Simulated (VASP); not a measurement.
Wanted: the native input for a VASP 6.6.1 run.

* Task: single point
* Functional: PBEsol
* Potentials or basis: VASP PAW PBE potentials, release 64 (B, N)
* Cutoff: 520 eV
* k mesh: 12 × 12 × 12
* Occupations: gaussian, width 0.05 eV
* Spin: no spin polarisation
* Dipole correction: no
* Further INCAR settings: ALGO = Normal; EDIFF = 1e-07; NBANDS = 11

The structure of BN lies in POSCAR:

```
BN
1.0
    0.0000000000      3.4953158300      2.1660912400
    1.2516321000      0.0000000000      2.1660912400
    1.2516321000      3.4953158300      0.0000000000
B N
1 1
Direct
    0.0593963563     -0.0131329493      0.9001433925
    0.6666513400      0.6666513400      0.3333486600
```

This cell differs from its parent crystal: atom 1 (B) moved by (-0.200, +0.100) A along [1 1 0] and z.

The input as run:

INCAR

```
SYSTEM = BN
ALGO = Normal ; EDIFF = 1E-7
ENCUT = 520 ; GGA = PS
ISIF = 2 ; ISMEAR = 0
LASPH = .TRUE. ; LCHARG = .TRUE.
LELF = .TRUE. ; LREAL = .FALSE.
LVHAR = .TRUE. ; LWAVE = .FALSE.
NBANDS = 11 ; NELM = 80
PREC = Accurate ; SIGMA = 0.05
```

KPOINTS

```
k-points
0
G
  12 12 12
  0 0 0
```

Potentials or basis: VASP PAW PBE potentials, release 64 (B, N).

Command:

```bash
$ cat potpaw_PBE.64/B/POTCAR potpaw_PBE.64/N/POTCAR > POTCAR
$ mpirun -np 1 vasp_std > vasp.out
```

It gave:

```
Pressure               : 12.1 GPa
Largest force          : 9.255 eV/Å
Band gap on the k mesh : 2.88 eV (least direct gap 3.80 eV)
```

Caveat: the cell differs from its parent crystal (atom 1 (B) moved by (-0.200, +0.100) A along [1 1 0] and z); the cell stands under pressure; the PAW data sets were made with another functional, which shifts forces and pressure a little.

Wall time 4.7 min on 1 thread of Intel Xeon 8259CL (shared host), peak memory 0.29 GiB.
